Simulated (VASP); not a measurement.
Here is a VASP 6.6.1 calculation.

INCAR

```
SYSTEM = Sn3Se2S
PREC = Accurate ; ENCUT = 520
EDIFF = 1E-7 ; ISMEAR = 0
SIGMA = 0.02 ; LREAL = .False.
LASPH = .True. ; NELM = 100
ALGO = Normal ; ISIF = 2
LWAVE = .False. ; LCHARG = .False.
GGA = PE ; NBANDS = 39
```

The input KPOINTS:

```
Automatic mesh
0
Gamma
  12 12 4
  0 0 0
```

The input POSCAR:

```
Sn3Se2S
1.0
    4.2375479641      0.0000000000      0.0000000000
   -2.1187739821      3.6698241867      0.0000000000
    0.0000000000      0.0000000000     10.3723161308
Sn Se S
3 2 1
Direct
    0.0000000000      0.0000000000      0.0000000000
    0.3333333333      0.6666666667      0.6577311860
    0.6666666667      0.3333333333      0.3422688140
    0.6666666667      0.3333333333      0.8289104693
    0.3333333333      0.6666666667      0.1710895307
    0.0000000000      0.0000000000      0.5000000000
```

Potentials or basis: VASP PAW PBE potentials, release 64 (Sn_d, Se, S).

The run is started by

```bash
$ cat potpaw_PBE.64/Sn_d/POTCAR potpaw_PBE.64/Se/POTCAR potpaw_PBE.64/S/POTCAR > POTCAR
$ mpirun -np 1 vasp_std > vasp.out
```

(1) Estimate the band gap on the k mesh.

(2) Estimate the pressure.

(3) Predict the largest force.

Answers

(1) 0.41 eV, indirect (least direct gap 0.49 eV).

(2) 0.0 GPa.

(3) 0.008 eV/Å.

Caveat: spin-orbit coupling is left out, which moves the levels of the heavy elements.
